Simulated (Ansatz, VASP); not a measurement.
## Pb: VASP beside Ansatz

```xyz
1
Lattice="0.0000 2.4750 2.4750 2.4750 0.0000 2.4750 2.4750 2.4750 0.0000" Properties=species:S:1:pos:R:3 pbc="T T T"
Pb    0.0000    0.0000    0.0000
```

Alike in both runs: task relaxation of cell and atoms; functional PBEsol; k mesh 16 × 16 × 16; occupations fermi-dirac, width 0.05 eV; no spin polarisation.

|  | VASP | Ansatz |
| --- | --- | --- |
| version | VASP 6.6.1 | Ansatz 0.2.0 |
| potentials or method | VASP PAW PBE potentials, release 64 (Pb_d) | PAW with Ansatz's default frozen-core files, scalar-relativistic |
| plane-wave cutoff (eV) | 600 | 420 |
| valence electrons in the cell | 14 | 14 |

|  | VASP | Ansatz | Ansatz less VASP |
| --- | --- | --- | --- |
| relaxed volume (Å³/atom) | 29.98 | 29.98 | +0.001 |
| relaxed length of the cell vector where the two differ most in proportion (Å) | 3.487 | 3.487 | 0.0000 |

VASP's potentials were made for PBE, not for PBEsol.

Neither program's run includes spin-orbit coupling.
